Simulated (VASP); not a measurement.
Input of a VASP 6.6.1 run:

INCAR

```
SYSTEM = ZnS
ALGO = Normal
EDIFF = 1E-7
ENCUT = 520
GGA = PE
ISIF = 2
ISMEAR = 0
LASPH = .TRUE.
LCHARG = .FALSE.
LREAL = .FALSE.
LWAVE = .FALSE.
NBANDS = 16
NELM = 60
PREC = Accurate
SIGMA = 0.01
```

The input KPOINTS:

```
k-points
0
G
  6 6 6
  0 0 0
```

POSCAR

```
ZnS
1.0
    0.0000000000      2.7217598575      2.7217598575
    2.7217598575      0.0000000000      2.7217598575
    2.7217598575      2.7217598575      0.0000000000
Zn S
1 1
Direct
    0.0000000000      0.0000000000      0.0000000000
    0.2500000000      0.2500000000      0.2500000000
```

Potentials or basis: VASP PAW PBE potentials, release 64 (Zn, S).

Command:

```bash
$ cat potpaw_PBE.64/Zn/POTCAR potpaw_PBE.64/S/POTCAR > POTCAR
$ mpirun -np 1 vasp_std > vasp.out
```

(1) What does it give for the pressure?

(2) Estimate the band gap on the k mesh.

Results:

(1) 0.2 GPa.

(2) 2.02 eV, direct.
